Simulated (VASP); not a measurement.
# Rh (Fm-3m) in VASP: a series of runs

The runs below take Rh through single point, with LDA.

Program: VASP 6.6.1. These are calculated values, not measurements. Logs are shortened: lines on timing, memory, paths and dates and some standing lists are left out, and cuts for length are marked.

### Step 1. The cell of the first run

It takes space group Fm-3m (No. 225, cubic). The conventional cell has a = 3.754 Å, b = 3.754 Å, c = 3.754 Å, α = 90.00°, β = 90.00°, γ = 90.00°. Rh (site symmetry m-3m) has 12 Rh at 2.65 Å within 3.5 Å.

### Step 2. Single point, LDA

INCAR

```
SYSTEM = Rh
ALGO = Normal
EDIFF = 1E-6
ENCUT = 500
GGA_COMPAT = .FALSE.
ISIF = 2
ISMEAR = -1
LASPH = .TRUE.
LCHARG = .TRUE.
LELF = .TRUE.
LREAL = .FALSE.
LVHAR = .TRUE.
LWAVE = .FALSE.
NBANDS = 14
NELM = 120
PREC = Accurate
SIGMA = 0.05
```

KPOINTS

```
k-points
0
G
  23 23 23
  0 0 0
```

POSCAR

```
Rh
1.0
    0.0000000000      1.8769716198      1.8769716198
    1.8769716198      0.0000000000      1.8769716198
    1.8769716198      1.8769716198      0.0000000000
Rh
1
Direct
    0.0000000000      0.0000000000      0.0000000000
```

Potentials or basis: VASP PAW LDA potentials, release 64 (Rh_pv).

Run with:

```sh
cat potpaw_LDA.64/Rh_pv/POTCAR > POTCAR
mpirun -np 1 vasp_std > vasp.out
```

OUTCAR:

```text
SYSTEM = Rh
   EDIFF = 1E-6
   ENCUT = 500
   ISIF = 2
   ISMEAR = -1
   LASPH = .TRUE.
   LREAL = .FALSE.
   NELM = 120
   PREC = Accurate

 ion  position               nearest neighbor table
   1  0.000  0.000  0.000-

  LATTYP: Found a face centered cubic cell.
 ALAT       =     3.7539432396

  Lattice vectors:

 A1 = (   0.0000000000,   1.8769716198,   1.8769716198)
 A2 = (   1.8769716198,   0.0000000000,   1.8769716198)
 A3 = (   1.8769716198,   1.8769716198,   0.0000000000)

Analysis of symmetry for initial positions (statically):
=====================================================================
 Subroutine PRICEL returns:
 Original cell was already a primitive cell.

 Routine SETGRP: Setting up the symmetry group for a
 face centered cubic supercell.

 Subroutine GETGRP returns: Found 48 space group operations
 (whereof 48 operations were pure point group operations)
 out of a pool of 48 trial point group operations.

The static configuration has the point symmetry O_h .

Analysis of symmetry for dynamics (positions and initial velocities):
=====================================================================
 Subroutine PRICEL returns:
 Original cell was already a primitive cell.

 Routine SETGRP: Setting up the symmetry group for a
 face centered cubic supercell.

 Subroutine GETGRP returns: Found 48 space group operations
 (whereof 48 operations were pure point group operations)
 out of a pool of 48 trial point group operations.

The dynamic configuration has the point symmetry O_h .

 Subroutine INISYM returns: Found 48 space group operations
 (whereof 48 operations are pure point group operations),
 and found     1 'primitive' translations

----------------------------------------------------------------------------------------

                                     Primitive cell

  volume of cell :      13.2252

  direct lattice vectors                    reciprocal lattice vectors
     0.000000000  1.876971620  1.876971620    -0.266386553  0.266386553  0.266386553
     1.876971620  0.000000000  1.876971620     0.266386553 -0.266386553  0.266386553
     1.876971620  1.876971620  0.000000000     0.266386553  0.266386553 -0.266386553

  length of vectors
     2.654438721  2.654438721  2.654438721     0.461395044  0.461395044  0.461395044

  position of ions in fractional coordinates (direct lattice)
     0.000000000  0.000000000  0.000000000

  ion indices of the primitive-cell ions
   primitive index   ion index
                 1           1

----------------------------------------------------------------------------------------

[... 80 lines left out ...]
   NELECT =      15.0000    total number of electrons
   NUPDOWN=      -1.0000    fix difference up-down
   EMIN   =  10.00;   EMAX   =-10.00  energy-range for DOS
   EFERMI =   0.00;   METHOD = LEGACY
   ISMEAR =    -1;   SIGMA  =   0.05  broadening in eV -4-tet -1-fermi 0-gaus
   EFERMI_NEDOS =   21; number of points for ismear=-14 and -15
   IALGO  =     38    algorithm
   IMIX   =      4    mixing-type and parameters
     AMIX     =   0.40;   BMIX     =  1.00
     AMIX_MAG =   1.60;   BMIX_MAG =  1.00
  volume/ion in A,a.u.               =      13.23        89.25
  Fermi-wavevector in a.u.,A,eV,Ry     =   1.707278  3.226287 39.658231  2.914798
  Thomas-Fermi vector in A             =   2.786160
   LORBIT       =      0    0 simple, 1 ext, 2 COOP (PROOUT), +10 PAW based schemes
   GGA     = CA    functional components
   LHFCALC =     F    Hartree Fock is set to
   AEXX    =    0.0000 exact exchange contribution
   IVDW    =     0    specifies the selected vdW correction
   LEPSILON=     F    determine dielectric tensor
   LRPA    =     F    only Hartree local field effects (RPA)
 non-spin polarized calculation
  energy-cutoff  :      500.00
  volume of cell :       13.23
 maximum number of plane-waves:       344
   NGX =  9   NGY =  9   NGZ =  9

 number of electron      15.0000002 magnetization

 Free energy of the ion-electron system (eV)
  ---------------------------------------------------
  ext. energy  EPLUGINS =         0.00000000
  ---------------------------------------------------
  free energy    TOTEN  =        -8.68836630 eV

  energy without entropy =       -8.67840525  energy(sigma->0) =       -8.68338577

 E-fermi :  12.4393     XC(G=0): -14.6004

 val. band max:       12.4338933070   @ k =   0.3913   0.2174   0.0435
 cond. band min:      12.4504115834   @ k =   0.3478   0.3043   0.0000
 fundamental gap:      0.0165182764
 Fermi energy:        12.4393088742

 k-point     1 :       0.0000    0.0000    0.0000
  band No.  band energies     occupation
      1     -33.7890      2.00000
      2     -33.7890      2.00000
      3     -33.7890      2.00000
      4       4.1253      2.00000
      5       9.1409      2.00000
      6       9.1409      2.00000
      7       9.1409      2.00000
      8      11.4009      2.00000
      9      11.4009      2.00000
     10      28.3523      0.00000
     11      32.6827      0.00000
     12      33.9828      0.00000
     13      33.9828      0.00000
     14      33.9828      0.00000
[... 377 lines left out ...]
      1     -34.6359      2.00000
      2     -33.9176      2.00000
      3     -33.9084      2.00000
      4       5.9993      2.00000
      5       9.0131      2.00000
      6       9.1184      2.00000
      7      12.2306      1.96969
      8      13.0412      0.00001
      9      13.9958      0.00000
     10      21.4313      0.00000
     11      27.9972      0.00000
     12      32.6842      0.00000
     13      33.6743      0.00000
     14      33.9032      0.00000

 [... further k-points ...]

------------------------ aborting loop because EDIFF is reached ----------------------------------------

  FORCE on cell =-STRESS in cart. coord.  units (eV):
  Direction    XX          YY          ZZ          XY          YZ          ZX
  --------------------------------------------------------------------------------------
  -------------------------------------------------------------------------------------
  Total        0.0787607      0.0787607      0.0787607     -0.0000000     -0.0000000      0.0000000
  in kB        9.5415045      9.5415045      9.5415045     -0.0000000     -0.0000000      0.0000000
  external PRESSURE =       9.5415045 kB  Pullay stress =       0.0000000 kB

 VOLUME and BASIS-vectors are now :
 -----------------------------------------------------------------------------
  energy-cutoff  :      500.00
  volume of cell :       13.23
      direct lattice vectors                 reciprocal lattice vectors
     0.000000000  1.876971620  1.876971620    -0.266386553  0.266386553  0.266386553
     1.876971620  0.000000000  1.876971620     0.266386553 -0.266386553  0.266386553
     1.876971620  1.876971620  0.000000000     0.266386553  0.266386553 -0.266386553

 POSITION                                       TOTAL-FORCE (eV/Angst)
 -----------------------------------------------------------------------------------
      0.00000      0.00000      0.00000         0.000000      0.000000      0.000000
 -----------------------------------------------------------------------------------
    total drift:                                0.000000     -0.000000      0.000000

  FREE ENERGIE OF THE ION-ELECTRON SYSTEM (eV)
  ---------------------------------------------------
  free  energy   TOTEN  =        -8.6883662952 eV

  energy  without entropy=       -8.6784052494  energy(sigma->0) =       -8.68338577
```

OSZICAR:

```text
N       E                     dE             d eps       ncg     rms          rms(c)
DAV:   1     0.116050385523E+03    0.11605E+03   -0.85556E+03 10236   0.112E+03
DAV:   2    -0.772502551618E+01   -0.12378E+03   -0.11824E+03 11302   0.337E+02
DAV:   3    -0.925011962172E+01   -0.15251E+01   -0.15227E+01 12118   0.411E+01
DAV:   4    -0.925553321113E+01   -0.54136E-02   -0.54134E-02 11602   0.251E+00
DAV:   5    -0.925557864268E+01   -0.45432E-04   -0.45432E-04 11800   0.203E-01    0.117E+01
DAV:   6    -0.871678949380E+01    0.53879E+00   -0.85884E-01 10720   0.130E+01    0.401E+00
DAV:   7    -0.869376478174E+01    0.23025E-01   -0.17417E-02 11704   0.162E+00    0.185E+00
DAV:   8    -0.868854188182E+01    0.52229E-02   -0.48478E-03 10774   0.977E-01    0.223E-01
DAV:   9    -0.868835996649E+01    0.18192E-03   -0.17952E-04 10636   0.190E-01    0.479E-02
DAV:  10    -0.868836637468E+01   -0.64082E-05   -0.31314E-06 11428   0.206E-02    0.360E-03
DAV:  11    -0.868836629525E+01    0.79429E-07   -0.23626E-07  5428   0.675E-03
   1 F= -.86883663E+01 E0= -.86833858E+01  d E =-.996105E-02
```

Run time: 81 s. Hardware: 1 thread of Intel Xeon 8259CL, shared host; peak memory 0.16 GiB.

Results:

| Item | Value |
| --- | --- |
| Free energy | -8.6884 eV |
| Pressure | 1.0 GPa |
| Band gap on the k mesh | zero (an odd number of electrons rules out a gap without spin polarisation) |

Levels at points of the mesh, in eV from the Fermi level:
```csv
k point,band 3,band 4,band 5,band 6,band 7,band 8,band 9,band 10,band 11,band 12
"(0.00, 0.00, 0.00)",-46.23,-8.31,-3.30,-3.30,-3.30,-1.04,-1.04,15.91,20.24,21.54
```

### Step 3. Single point, LDA

INCAR

```
PREC = Accurate
ENCUT = 500
EDIFF = 1E-6
ISMEAR = -1
SIGMA = 0.05
LREAL = False
LASPH = True
NELM = 120
ALGO = Normal
ISIF = 2
LWAVE = False
LCHARG = False
NBANDS = 14
GGA_COMPAT = False
```

KPOINTS

```
regular mesh
0
Gamma
  23 23 23
```

POSCAR is that of step 2.

Potentials or basis: VASP PAW LDA potentials, release 64 (Rh_pv).

Run with:

```sh
cat potpaw_LDA.64/Rh_pv/POTCAR > POTCAR
mpirun -np 1 vasp_std > vasp.out
```

Wall time 86 s (1 thread of Intel Xeon 8259CL, shared host); peak memory 0.16 GiB.

It converged, with:

```yaml
Free_energy: -8.6884 eV
Pressure: 1.0 GPa
Band_gap_on_the_k_mesh: zero (an odd number of electrons rules out a gap without spin polarisation)
```

Levels at points of the mesh, in eV from the Fermi level:
| k point | band 4 | band 5 | band 6 | band 7 | band 8 | band 9 | band 10 | band 11 |
| --- | --- | --- | --- | --- | --- | --- | --- | --- |
| (0.00, 0.00, 0.00) | -8.31 | -3.30 | -3.30 | -3.30 | -1.04 | -1.04 | 15.91 | 20.24 |
